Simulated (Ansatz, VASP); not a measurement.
One calculation of ZnS, two programs

The input INCAR:

```
SYSTEM = ZnS
PREC = Accurate ; ENCUT = 520
EDIFF = 1E-7 ; ISMEAR = -1
SIGMA = 0.01 ; LREAL = .False.
LASPH = .True. ; NELM = 80
ALGO = Normal ; ISIF = 2
LWAVE = .False. ; LCHARG = .False.
GGA = PE ; NBANDS = 16
```

The input KPOINTS:

```
Automatic mesh
0
Gamma
  8 8 8
  0 0 0
```

File POSCAR:

```
ZnS
1.0
   -0.0811395000      2.6640802500      2.6640802500
    2.6640802500     -0.0811395000      2.6640802500
    2.6640802500      2.6640802500     -0.0811395000
Zn S
1 1
Direct
    0.0000000000      0.0000000000      0.0000000000
    0.7500000000      0.7500000000      0.7500000000
```

Input for Ansatz:

```yaml
crystal:
  lattice:
    - [-0.0811395, 2.66408025, 2.66408025]
    - [2.66408025, -0.0811395, 2.66408025]
    - [2.66408025, 2.66408025, -0.0811395]
  atoms:
    - { symbol: Zn, position: [0.0, 0.0, 0.0] }
    - { symbol: S, position: [0.75, 0.75, 0.75] }
kpoints:
  mp_grid: { grid: [8, 8, 8] }
  band_path:
    path:
      - [0.0, 0.0, 0.0]
      - [0.5, 0.5, 0.5]
      - [0.2579113083, 0.5, 0.7420886917]
      - [-0.2579113083, 0.2579113083, 0.5]
      - [0.0, 0.0, 0.5]
      - [0.0, 0.0, 0.0]
      - [-0.3789556542, 0.0, 0.3789556542]
      - [0.0, 0.3789556542, 0.6210443458]
      - [0.0, 0.5, 0.5]
    npoints: 5
scf:
  occupations: { method: fermi_dirac, width: 0.01 }
hamiltonian:
  xc: pbe
  pseudopotentials: { kind: all_electron, lapw: { basis_error: 0.00025 } }
output:
  forces: true
  stress: true
  eigenvalues: true
```

Change from the starting cell: equal xy, yz and zx shear strains of -3 %.

Alike in both runs: task single point; functional PBE; k mesh 8 × 8 × 8; occupations fermi-dirac, width 0.01 eV; no spin polarisation.

|  | VASP | Ansatz |
| --- | --- | --- |
| version | VASP 6.6.1 | Ansatz 0.2.0 |
| potentials or method | VASP PAW PBE potentials, release 64 (Zn, S), cutoff 520 eV | all-electron LAPW, scalar-relativistic |

|  | VASP | Ansatz | Ansatz less VASP |
| --- | --- | --- | --- |
| gap on the k mesh at the Fermi level (eV) | 1.99 | 1.99 | -0.001 |
| pressure (GPa) | 1.9 | 1.7 | -0.16 |
| traceless stress, the component that is largest in VASP (GPa) | 2.22 | 2.21 | -0.018 |
| rms of the force components (eV/Å) | 0.207 | 0.204 | -0.0030 |

Atom by atom the forces differ by 0.003 eV/Å (rms over components). Ansatz ran all-electron here, and VASP with PAW potentials.
